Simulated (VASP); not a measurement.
Runs of VASP 6.6.1 on Rh. The structure is that of space group Fm-3m (No. 225), or close to it. The cells are those of the table. 

```csv
cell,gap on the mesh (eV),pressure (GPa)
"a = 2.730 Å, angles 60.0°, 1 atom",none,-10.9
"a = 2.629, b = 2.629, c = 2.649 Å, angles 59.7, 59.7, 60.5°, 1 atom",none,20.2
"a = 2.690, b = 2.690, c = 2.730 Å, angles 59.5, 59.5, 61.0°, 1 atom",none,-3.6
"a = 2.670, b = 2.670, c = 2.730 Å, angles 59.3, 59.3, 61.5°, 1 atom",none,0.7
"a = 2.730, b = 2.730, c = 2.689 Å, angles 60.5, 60.5, 59.0°, 1 atom",none,(a)
"a = 2.690, b = 2.690, c = 2.649 Å, angles 60.5, 60.5, 59.0°, 1 atom",none,4.9
"a = 2.649 Å, angles 60.0°, 1 atom",none,14.5
"a = 2.649, b = 2.649, c = 2.609 Å, angles 60.5, 60.5, 59.0°, 1 atom",none,20.3
"a = 2.670, b = 2.670, c = 2.609 Å, angles 60.8, 60.8, 58.5°, 1 atom",none,(b)
```

Alike in all rows: task single point; level r2SCAN; potentials or basis VASP PAW PBE potentials, release 64 (Rh_sv_GW); no spin polarisation; k mesh 8 × 8 × 8; cutoff (eV) 680; smearing gaussian 0.15 eV.

Fill in the values left out.

(a) -7.3; (b) 15.2.

Caveats: some runs use coarse meshes; the PAW data sets were made with another functional, which shifts forces and pressure a little; the cell stands under tension (at least some runs); the stress differs along the axes, from -6 to 1 GPa (at least some runs); the stress differs along the axes, from -3 to 8 GPa (at least some runs); the stress differs along the axes, from -12 to -5 GPa (at least some runs); the stress differs along the axes, from -0 to 7 GPa (at least some runs).

A k mesh can miss the band edges, and the runs leave out spin-orbit coupling on Rh.

A gap of «none» marks levels without a gap at the run's occupations.
